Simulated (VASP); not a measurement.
# Y (Fm-3m) in VASP: a series of runs

Runs on Y. Level: PBEsol. Tasks: single point.

Everything below comes from runs of VASP 6.6.1. Logs are shortened: lines on timing, memory, paths and dates and some standing lists are left out, and cuts for length are marked.

## 1. The cell of the first run

The structure is cubic, space group Fm-3m (No. 225). Conventional cell: a = 4.834 Å, b = 4.834 Å, c = 4.834 Å, α = 90.00°, β = 90.00°, γ = 90.00°. Within 4.5 Å of Y (site symmetry m-3m) lie 12 Y at 3.42 Å.

This isn't the form of Y at room conditions, which is hcp.

## 2. Single point, PBEsol

Input file INCAR:

```
ALGO     = Normal         # electronic algorithm
EDIFF    = 1E-6           # SCF threshold, eV
ENCUT    = 520            # plane-wave cutoff, eV
GGA      = PS             # functional
ISIF     = 2              # what is computed and relaxed
ISMEAR   = 1              # smearing method
LASPH    = True           # aspherical terms in the spheres
LCHARG   = True           # write CHGCAR
LELF     = True           # ELF
LREAL    = False          # projectors in reciprocal space
LVHAR    = True         
LWAVE    = False          # write WAVECAR
NBANDS   = 12             # bands
NELM     = 60             # most SCF steps
PREC     = Accurate       # precision mode
SIGMA    = 0.15           # smearing width, eV
```

Input file KPOINTS:

```
k-points
0
Gamma
  10 10 10
```

Input file POSCAR:

```
Y
1.0
    0.0000000000      2.4168832332      2.4168832332
    2.4168832332      0.0000000000      2.4168832332
    2.4168832332      2.4168832332      0.0000000000
Y
1
Direct
    0.0000000000      0.0000000000      0.0000000000
```

Potentials or basis: VASP PAW PBE potentials, release 64 (Y_sv).

Launch:

```
$ cat potpaw_PBE.64/Y_sv/POTCAR > POTCAR
$ mpirun -np 1 vasp_std > vasp.out
```

OUTCAR:

```text
EDIFF = 1E-6
   ENCUT = 520
   GGA = PS
   ISIF = 2
   ISMEAR = 1
   LASPH = True
   LREAL = False
   NELM = 60
   PREC = Accurate

 ion  position               nearest neighbor table
   1  0.000  0.000  0.000-

  LATTYP: Found a face centered cubic cell.
 ALAT       =     4.8337664664

  Lattice vectors:

 A1 = (   0.0000000000,   2.4168832332,   2.4168832332)
 A2 = (   2.4168832332,   0.0000000000,   2.4168832332)
 A3 = (   2.4168832332,   2.4168832332,   0.0000000000)

Analysis of symmetry for initial positions (statically):
=====================================================================
 Subroutine PRICEL returns:
 Original cell was already a primitive cell.

 Routine SETGRP: Setting up the symmetry group for a
 face centered cubic supercell.

 Subroutine GETGRP returns: Found 48 space group operations
 (whereof 48 operations were pure point group operations)
 out of a pool of 48 trial point group operations.

The static configuration has the point symmetry O_h .

Analysis of symmetry for dynamics (positions and initial velocities):
=====================================================================
 Subroutine PRICEL returns:
 Original cell was already a primitive cell.

 Routine SETGRP: Setting up the symmetry group for a
 face centered cubic supercell.

 Subroutine GETGRP returns: Found 48 space group operations
 (whereof 48 operations were pure point group operations)
 out of a pool of 48 trial point group operations.

The dynamic configuration has the point symmetry O_h .

 Subroutine INISYM returns: Found 48 space group operations
 (whereof 48 operations are pure point group operations),
 and found     1 'primitive' translations

----------------------------------------------------------------------------------------

                                     Primitive cell

  volume of cell :      28.2356

  direct lattice vectors                    reciprocal lattice vectors
     0.000000000  2.416883233  2.416883233    -0.206878013  0.206878013  0.206878013
     2.416883233  0.000000000  2.416883233     0.206878013 -0.206878013  0.206878013
     2.416883233  2.416883233  0.000000000     0.206878013  0.206878013 -0.206878013

  length of vectors
     3.417989047  3.417989047  3.417989047     0.358323229  0.358323229  0.358323229

  position of ions in fractional coordinates (direct lattice)
     0.000000000  0.000000000  0.000000000

  ion indices of the primitive-cell ions
   primitive index   ion index
                 1           1

----------------------------------------------------------------------------------------

 KPOINTS: k-points

Automatic generation of k-mesh.
 Grid dimensions read from file:
 generate k-points for:   10   10   10

 Generating k-lattice:

  Cartesian coordinates                     Fractional coordinates (reciprocal lattice)
    -0.020687801  0.020687801  0.020687801     0.100000000  0.000000000  0.000000000
     0.020687801 -0.020687801  0.020687801     0.000000000  0.100000000  0.000000000
     0.020687801  0.020687801 -0.020687801     0.000000000  0.000000000  0.100000000

  Length of vectors
     0.035832323  0.035832323  0.035832323

  Shift w.r.t. Gamma in fractional coordinates (k-lattice)
     0.000000000  0.000000000  0.000000000

 Subroutine IBZKPT returns following result:
 ===========================================

 Found     47 irreducible k-points:

 Following reciprocal coordinates:
            Coordinates               Weight
  0.000000  0.000000  0.000000      1.000000
  0.100000  0.000000  0.000000      8.000000
  0.200000  0.000000  0.000000      8.000000
  0.300000  0.000000  0.000000      8.000000
  0.400000  0.000000  0.000000      8.000000
  0.500000  0.000000  0.000000      4.000000
[... 16 lines left out ...]
  0.300000  0.300000  0.000000      6.000000
  0.400000  0.300000  0.000000     24.000000
 [... further k-points ...]
   k-points           NKPTS =     47   k-points in BZ     NKDIM =     47   number of bands    NBANDS=     12
   number of dos      NEDOS =    301   number of ions     NIONS =      1
   total plane-waves  NPLWV =  21952
   dimension x,y,z NGX =    28 NGY =   28 NGZ =   28
   dimension x,y,z NGXF=    56 NGYF=   56 NGZF=   56
   ions per type =               1
   NGX,Y,Z   is equivalent  to a cutoff of  13.62, 13.62, 13.62 a.u.
   NGXF,Y,Z  is equivalent  to a cutoff of  27.24, 27.24, 27.24 a.u.
 SYSTEM =  unknown system
   PREC   = accura    normal or accurate (medium, high low for compatibility)
   ISTART =      0    job   : 0-new  1-cont  2-samecut
   ICHARG =      2    charge: 1-file 2-atom 10-const
   ISPIN  =      1    spin polarized calculation?
   LNONCOLLINEAR =      F non collinear calculations
   LSORBIT =      F    spin-orbit coupling
   LASPH  =      T    aspherical Exc in radial PAW
   ENCUT  =  520.0 eV  38.22 Ry    6.18 a.u.   6.36  6.36  6.36*2*pi/ulx,y,z
   NELM   =     60;   NELMIN=  2; NELMDL= -5     # of ELM steps
[... 64 lines left out ...]
      7       5.6172     -0.00000
      8       5.6172     -0.00000
      9       8.0062      0.00000
     10       8.0062      0.00000
     11      13.0828      0.00000
     12      16.7805      0.00000

 k-point     2 :       0.1000    0.0000    0.0000
  band No.  band energies     occupation
      1     -38.5583      2.00000
      2     -18.2414      2.00000
      3     -18.1592      2.00000
      4     -18.1592      2.00000
      5      -0.9745      2.00000
      6       5.3030     -0.00000
      7       5.7488     -0.00000
      8       5.7488     -0.00000
      9       7.8519      0.00000
     10       7.8519      0.00000
     11      13.7307      0.00000
     12      15.7468      0.00000

 k-point     3 :       0.2000    0.0000    0.0000
  band No.  band energies     occupation
      1     -38.5282      2.00000
      2     -18.4787      2.00000
      3     -18.1885      2.00000
      4     -18.1885      2.00000
      5      -0.1963      2.00000
      6       4.6999     -0.00000
      7       5.9368     -0.00000
      8       5.9368     -0.00000
      9       7.7576      0.00000
     10       7.7576      0.00000
     11      13.9459      0.00000
     12      15.6944      0.00000

 k-point     4 :       0.3000    0.0000    0.0000
  band No.  band energies     occupation
      1     -38.4908      2.00000
      2     -18.7590      2.00000
      3     -18.2243      2.00000
      4     -18.2243      2.00000
      5       0.7522      2.00000
      6       4.3396     -0.00000
      7       5.7852     -0.00000
      8       5.7852     -0.00000
      9       8.3266      0.00000
     10       8.3266      0.00000
     11      12.9477      0.00000
     12      16.2645      0.00000

 k-point     5 :       0.4000    0.0000    0.0000
  band No.  band energies     occupation
      1     -38.4602      2.00000
      2     -18.9764      2.00000
      3     -18.2529      2.00000
      4     -18.2529      2.00000
      5       1.3670      2.00000
      6       4.5362     -0.00000
      7       5.5168     -0.00000
      8       5.5168     -0.00000
      9       9.2651      0.00000
     10       9.2651      0.00000
     11      12.4794      0.00000
     12      14.4019      0.00000
[... 228 lines left out ...]
      1     -38.4489      2.00000
      2     -18.8463      2.00000
      3     -18.4864      2.00000
      4     -18.2648      2.00000
      5       2.1369      2.00000
      6       4.0321     -0.00514
      7       4.4993     -0.00000
      8       6.3209     -0.00000
      9       7.9440      0.00000
     10      10.6013      0.00000
     11      13.5381      0.00000
     12      15.5730      0.00000

 k-point    22 :      -0.2000    0.2000    0.0000
  band No.  band energies     occupation
      1     -38.4779      2.00000
      2     -18.7134      2.00000
      3     -18.4004      2.00000
      4     -18.2192      2.00000
      5       1.2644      2.00000
      6       4.1045     -0.00056
      7       5.0625     -0.00000
      8       6.5721     -0.00000
      9       6.9664      0.00000
     10       9.6808      0.00000
     11      14.5516      0.00000
     12      16.6418      0.00000

 k-point    23 :       0.3000    0.3000    0.0000
  band No.  band energies     occupation
      1     -38.4649      2.00000
      2     -18.7275      2.00000
      3     -18.3590      2.00000
      4     -18.3590      2.00000
      5       1.2819      2.00000
      6       3.3078      2.00215
      7       5.3274     -0.00000
      8       7.6336      0.00000
      9       7.6336      0.00000
     10       9.0685      0.00000
     11      16.3057      0.00000
     12      16.3057      0.00000

 k-point    24 :       0.4000    0.3000    0.0000
  band No.  band energies     occupation
      1     -38.4408      2.00000
      2     -18.8425      2.00000
      3     -18.4244      2.00000
      4     -18.3942      2.00000
      5       1.7367      2.00000
      6       3.0750      2.00000
      7       5.1609     -0.00000
      8       7.8528      0.00000
      9       8.6792      0.00000
     10       9.6437      0.00000
     11      14.3432      0.00000
     12      15.3767      0.00000

 [... further k-points ...]

------------------------ aborting loop because EDIFF is reached ----------------------------------------

  FORCE on cell =-STRESS in cart. coord.  units (eV):
  Direction    XX          YY          ZZ          XY          YZ          ZX
  --------------------------------------------------------------------------------------
  -------------------------------------------------------------------------------------
  Total        0.6800636      0.6800636      0.6800636      0.0000000      0.0000000      0.0000000
  in kB       38.5889607     38.5889607     38.5889607      0.0000000      0.0000000      0.0000000
  external PRESSURE =      38.5889607 kB  Pullay stress =       0.0000000 kB

 VOLUME and BASIS-vectors are now :
 -----------------------------------------------------------------------------
  energy-cutoff  :      520.00
  volume of cell :       28.24
      direct lattice vectors                 reciprocal lattice vectors
     0.000000000  2.416883233  2.416883233    -0.206878013  0.206878013  0.206878013
     2.416883233  0.000000000  2.416883233     0.206878013 -0.206878013  0.206878013
     2.416883233  2.416883233  0.000000000     0.206878013  0.206878013 -0.206878013

 POSITION                                       TOTAL-FORCE (eV/Angst)
 -----------------------------------------------------------------------------------
      0.00000      0.00000      0.00000         0.000000      0.000000      0.000000
 -----------------------------------------------------------------------------------
    total drift:                               -0.000000     -0.000000     -0.000000

  FREE ENERGIE OF THE ION-ELECTRON SYSTEM (eV)
  ---------------------------------------------------
  free  energy   TOTEN  =        -6.7734781363 eV

  energy  without entropy=       -6.7745624516  energy(sigma->0) =       -6.77383957
```

Run time: 17 s. Hardware: 1 thread of Intel Xeon Platinum 8375C at 2.90GHz (Ice Lake), shared host; peak memory 0.17 GiB.

Results:

```
Free energy            : -6.7735 eV
Pressure               : 3.9 GPa
Band gap on the k mesh : zero (an odd number of electrons rules out a gap without spin polarisation)
```

Caveat: the cell stands under pressure; the PAW data sets were made with another functional, which shifts forces and pressure a little.

## 3. Single point, PBEsol

This run uses another cell than the first one, of 29.05 Å³/atom.

Input file INCAR:

```
PREC = Accurate ; ENCUT = 520
EDIFF = 1E-7 ; ISMEAR = 1
SIGMA = 0.15 ; LREAL = F
LASPH = T ; NELM = 100
ALGO = Normal ; ISIF = 2
LWAVE = F ; LCHARG = T
GGA = PS ; LELF = T
LVHAR = T ; NBANDS = 12
```

Input file KPOINTS:

```
Automatic mesh
0
Gamma
  10 10 10
```

Input file POSCAR:

```
Y
1.0
    0.0000000000      2.4400127077      2.4400127077
    2.4400127077      0.0000000000      2.4400127077
    2.4400127077      2.4400127077      0.0000000000
Y
1
Direct
    0.0000000000      0.0000000000      0.0000000000
```

Potentials or basis: VASP PAW PBE potentials, release 64 (Y_sv).

Launch:

```
$ cat potpaw_PBE.64/Y_sv/POTCAR > POTCAR
$ mpirun -np 1 vasp_std > vasp.out
```

Run time: 20 s. Hardware: 1 thread of Intel Xeon Platinum 8375C at 2.90GHz (Ice Lake), shared host; peak memory 0.18 GiB.

It converged, with:

* Free energy: -6.7894 eV
* Pressure: 2.4 GPa
* Band gap on the k mesh: zero (an odd number of electrons rules out a gap without spin polarisation)

Levels at points of the mesh, in eV from the Fermi level:
```tsv
k point	band 3	band 4	band 5	band 6	band 7	band 8
(0.00, 0.00, 0.00)	-21.92	-21.92	-4.92	1.91	1.91	1.91
(0.50, 0.00, 0.00)	-22.03	-22.03	-2.13	1.02	1.70	1.70
(0.50, 0.50, 0.00)	-22.22	-22.22	-2.02	-1.09	2.65	5.93
```

Caveat: the PAW data sets were made with another functional, which shifts forces and pressure a little.

## 4. Single point, PBEsol

This run uses another cell than the first one, of 29.87 Å³/atom.

Input file INCAR:

```
PREC = Accurate
ENCUT = 520
EDIFF = 1E-6
ISMEAR = 1
SIGMA = 0.15
LREAL = False
LASPH = True
NELM = 60
ALGO = Normal
ISIF = 2
LWAVE = False
LCHARG = True
GGA = PS
LELF = True
LVHAR = True
NBANDS = 12
```

KPOINTS is that of step 3.

Input file POSCAR:

```
Y
1.0
    0.0000000000      2.4627118039      2.4627118039
    2.4627118039      0.0000000000      2.4627118039
    2.4627118039      2.4627118039      0.0000000000
Y
1
Direct
    0.0000000000      0.0000000000      0.0000000000
```

Launch:

```
$ cat potpaw_PBE.64/Y_sv/POTCAR > POTCAR
$ mpirun -np 1 vasp_std > vasp.out
```

Wall time 15 s (1 thread of Intel Xeon Platinum 8375C at 2.90GHz (Ice Lake), shared host); peak memory 0.18 GiB.

It converged, with:

| Quantity | Value |
| --- | --- |
| Free energy | -6.7982 eV |
| Pressure | 1.0 GPa |
| Band gap on the k mesh | zero (an odd number of electrons rules out a gap without spin polarisation) |

Levels at points of the mesh, in eV from the Fermi level:
```tsv
k point	band 1	band 2	band 3	band 4	band 5	band 6	band 7	band 8	band 9	band 10
(0.00, 0.00, 0.00)	-42.37	-22.01	-22.01	-22.01	-4.88	1.88	1.88	1.88	4.11	4.11
(0.50, 0.00, 0.00)	-42.27	-22.77	-22.11	-22.11	-2.09	0.92	1.69	1.69	5.75	5.75
(0.50, 0.50, 0.00)	-42.24	-22.72	-22.28	-22.28	-1.94	-1.03	2.50	5.77	6.23	6.23
```

Caveat: the PAW data sets were made with another functional, which shifts forces and pressure a little.

## 5. Single point, PBEsol

This run uses another cell than the first one, of 30.69 Å³/atom.

Input file INCAR:

```
PREC = Accurate
ENCUT = 520
EDIFF = 1E-6
ISMEAR = 1
SIGMA = 0.15
LREAL = F
LASPH = T
NELM = 80
ALGO = Normal
ISIF = 2
LWAVE = F
LCHARG = F
GGA = PS
NBANDS = 12
```

KPOINTS is that of step 4.

Input file POSCAR:

```
Y
1.0
    0.0000000000      2.4850000000      2.4850000000
    2.4850000000      0.0000000000      2.4850000000
    2.4850000000      2.4850000000      0.0000000000
Y
1
Direct
    0.0000000000      0.0000000000      0.0000000000
```

Launch:

```
$ cat potpaw_PBE.64/Y_sv/POTCAR > POTCAR
$ mpirun -np 1 vasp_std > vasp.out
```

Run time: 17 s. Hardware: 1 thread of Intel Xeon Platinum 8375C at 2.90GHz (Ice Lake), shared host; peak memory 0.17 GiB.

The run converged. Its results:

| Property | Result |
| --- | --- |
| Free energy | -6.8005 eV |
| Pressure | -0.1 GPa |
| Band gap on the k mesh | zero (an odd number of electrons rules out a gap without spin polarisation) |

Levels at points of the mesh, in eV from the Fermi level:
| k point | band 3 | band 4 | band 5 | band 6 | band 7 | band 8 |
| --- | --- | --- | --- | --- | --- | --- |
| (0.00, 0.00, 0.00) | -22.10 | -22.10 | -4.84 | 1.86 | 1.86 | 1.86 |
| (0.50, 0.00, 0.00) | -22.19 | -22.19 | -2.05 | 0.83 | 1.67 | 1.67 |
| (0.50, 0.50, 0.00) | -22.34 | -22.34 | -1.87 | -0.97 | 2.37 | 5.61 |

Caveat: the PAW data sets were made with another functional, which shifts forces and pressure a little.

## 6. Single point, PBEsol

This run uses another cell than the first one, of 31.51 Å³/atom.

Input file INCAR:

```
SYSTEM = Y
PREC = Accurate
ENCUT = 520
EDIFF = 1E-7
ISMEAR = 1
SIGMA = 0.15
LREAL = .False.
LASPH = .True.
NELM = 60
ALGO = Normal
ISIF = 2
LWAVE = .False.
LCHARG = .False.
GGA = PS
NBANDS = 12
```

Input file KPOINTS:

```
regular mesh
0
Gamma
  10 10 10
  0 0 0
```

Input file POSCAR:

```
Y
1.0
    0.0000000000      2.5068954013      2.5068954013
    2.5068954013      0.0000000000      2.5068954013
    2.5068954013      2.5068954013      0.0000000000
Y
1
Direct
    0.0000000000      0.0000000000      0.0000000000
```

Potentials or basis: VASP PAW PBE potentials, release 64 (Y_sv).

Launch:

```
$ cat potpaw_PBE.64/Y_sv/POTCAR > POTCAR
$ mpirun -np 1 vasp_std > vasp.out
```

Run time: 17 s. Hardware: 1 thread of Intel Xeon Platinum 8375C at 2.90GHz (Ice Lake), shared host; peak memory 0.18 GiB.

The run converged. Its results:

```yaml
Free_energy: -6.7972 eV
Pressure: -1.2 GPa
Band_gap_on_the_k_mesh: zero (an odd number of electrons rules out a gap without spin polarisation)
```

Levels at points of the mesh, in eV from the Fermi level:
| k point | band 3 | band 4 | band 5 | band 6 | band 7 | band 8 |
| --- | --- | --- | --- | --- | --- | --- |
| (0.00, 0.00, 0.00) | -22.18 | -22.18 | -4.80 | 1.83 | 1.83 | 1.83 |
| (0.50, 0.00, 0.00) | -22.26 | -22.26 | -2.02 | 0.74 | 1.65 | 1.65 |
| (0.50, 0.50, 0.00) | -22.41 | -22.41 | -1.81 | -0.92 | 2.24 | 5.46 |

Caveat: the PAW data sets were made with another functional, which shifts forces and pressure a little.

## 7. The runs side by side

```tsv
cell	gap on the mesh (eV)	pressure (GPa)
a = 3.418 Å, angles 60.0°, 1 atom	none	3.9
a = 3.451 Å, angles 60.0°, 1 atom	none	2.4
a = 3.483 Å, angles 60.0°, 1 atom	none	1.0
a = 3.514 Å, angles 60.0°, 1 atom	none	-0.1
a = 3.545 Å, angles 60.0°, 1 atom	none	-1.2
```

Alike in all rows: task single point; level PBEsol; potentials or basis VASP PAW PBE potentials, release 64 (Y_sv); no spin polarisation; k mesh 10 × 10 × 10; cutoff (eV) 520; smearing methfessel-paxton 0.15 eV.

Caveats: the PAW data sets were made with another functional, which shifts forces and pressure a little; the cell stands under pressure (at least some runs).

Absolute energies hang on the potentials; compare differences alone.
